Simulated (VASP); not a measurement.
Write the native input for VASP 6.6.1 that does the following.

```
Task                   : single point
Functional             : PBEsol
Potentials or basis    : VASP PAW PBE potentials, release 64 (In_d, Se)
Cutoff                 : 520 eV
k mesh                 : 7 × 7 × 7
Occupations            : fermi-dirac, width 0.01 eV
Spin                   : no spin polarisation
Dipole correction      : no
Further INCAR settings : ALGO = Normal; EDIFF = 1e-07; NBANDS = 27
```

The structure of InSe lies in POSCAR:

```
InSe
1.0
    1.9999996503      1.1547003365      8.5661701000
   -1.9999996503      1.1547003365      8.5661701000
    0.0000000000     -2.3094006730      8.5661701000
In Se
2 2
Direct
    0.0000000000      0.0000000000      0.0000000000
    0.1122000000      0.1122000000      0.1122000000
    0.6155000000      0.6155000000      0.6155000000
    0.8300000000      0.8300000000      0.8300000000
```

This cell differs from its parent crystal: zz strain of +3 %.

The input as run:

INCAR

```
  ALGO = Normal
  EDIFF = 1E-7
  ENCUT = 520
  GGA = PS
  ISIF = 2
  ISMEAR = -1
  LASPH = True
  LCHARG = False
  LREAL = False
  LWAVE = False
  NBANDS = 27
  NELM = 100
  PREC = Accurate
  SIGMA = 0.01
```

KPOINTS

```
k-points
0
Gamma
  7 7 7
```

Potentials or basis: VASP PAW PBE potentials, release 64 (In_d, Se).

Launch:

```console
$ cat potpaw_PBE.64/In_d/POTCAR potpaw_PBE.64/Se/POTCAR > POTCAR
$ mpirun -np 1 vasp_std > vasp.out
```

It gave:

```
Pressure               : -1.1 GPa
Largest force          : 0.256 eV/Å
Band gap on the k mesh : 0.69 eV, indirect (least direct gap 0.74 eV)
```

Caveat: the cell differs from its parent crystal (zz strain of +3 %); the PAW data sets were made with another functional, which shifts forces and pressure a little; spin-orbit coupling is left out, which moves the levels of the heavy elements.

Run time: 6.7 min on 1 thread of Intel(R) Xeon(R) 6975P-C (Granite Rapids), on a shared host, peak memory 0.68 GiB.
